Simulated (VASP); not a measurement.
Here is a VASP 6.6.1 calculation.

File POSCAR:

```
H2CO
1.0
    7.7059940000      0.0000000000      0.0000000000
    0.0000000000      7.7059940000      0.0000000000
    0.0000000000      0.0000000000      7.7059940000
O C H
4 4 8
Direct
    0.5021934873      0.7569302546      0.3530628236
    0.3165977030      0.3947835931      0.8563982791
    0.3305349057     -0.0094342145      0.7807818174
    0.1035557515      0.6548408940      0.1853362460
    0.5326892287      0.6288351639      0.2995460417
    0.3287051612      0.5189077490      0.7767330211
    0.3465743680      0.0776408598      0.6634835169
    0.1921750783      0.7235017312      0.0898261795
    0.7697644197      0.3942385629      0.9153394098
    0.7649240319      0.3945370318      1.0107197073
    0.7750849533      0.8063852632      0.9789781824
    0.7814436398      0.7425907677      0.9087211851
    0.0591228075      0.0925124001      0.0762782842
   -0.0328964699      0.0689463293      0.0620426125
    0.9131722656     -0.0629639732      0.3827150657
    0.9224896879      0.0215157188      0.4128474536
```

The input INCAR.step1:

```
  ALGO = Normal
  EDIFF = 1E-4
  ENCUT = 520
  GGA = PE
  ISMEAR = -1
  LASPH = True
  LCHARG = False
  LREAL = Auto
  LWAVE = True
  NBANDS = 38
  NELM = 80
  PREC = Accurate
  SIGMA = 0.05
```

File INCAR.step2:

```
  ALGO = Normal
  EDIFF = 1E-6
  ENCUT = 520
  ISIF = 2
  ISMEAR = -1
  ISTART = 1
  IVDW = 12
  LASPH = True
  LCHARG = True
  LELF = True
  LMIXTAU = True
  LREAL = Auto
  LVHAR = True
  LWAVE = False
  METAGGA = R2SCAN
  NBANDS = 38
  NELM = 80
  PREC = Accurate
  SIGMA = 0.05
  VDW_A1 = 0.49484001
  VDW_A2 = 5.73083694
  VDW_S6 = 1.0
  VDW_S8 = 0.78981345
```

File KPOINTS:

```
k-points
0
Gamma
  1 1 1
```

Potentials or basis: VASP PAW PBE potentials, release 64 (O, C, H).

Launch:

```bash
$ cat potpaw_PBE.64/O/POTCAR potpaw_PBE.64/C/POTCAR potpaw_PBE.64/H/POTCAR > POTCAR
$ cp INCAR.step1 INCAR
$ mpirun -np 1 vasp_gam > vasp.out
$ cp INCAR.step2 INCAR
$ mpirun -np 1 vasp_gam > vasp.out
```

Problem. Estimate the pressure.

Solution. 0.9 GPa.

Problem. What does it give for the dispersion energy per atom?

Solution. -0.012 eV.

Problem. Predict the largest force.

Solution. 5.510 eV/Å.

Forces on the atoms (eV/Å):
```
O   -1.136  4.963  2.104
O    0.036  0.577 -0.237
O   -0.001 -0.148  0.184
O   -0.087 -0.034  0.054
C    1.229 -4.968 -2.041
C   -0.011 -0.496  0.225
C    0.034  0.040 -0.280
C   -0.048  0.036  0.007
H    0.017 -0.026 -0.214
H   -0.021  0.001  0.201
H   -0.032  0.226  0.218
H    0.009 -0.195 -0.229
H    0.051  0.024 -0.028
H   -0.022  0.023 -0.030
H   -0.209 -1.854 -0.617
H    0.189  1.829  0.681
```

Caveat: the k points lie up to 0.82 Å⁻¹ apart, too coarse for converged energies, forces and pressures; the atoms stand as in a frame of molecular dynamics; the PAW data sets were made with another functional, which shifts forces and pressure a little.
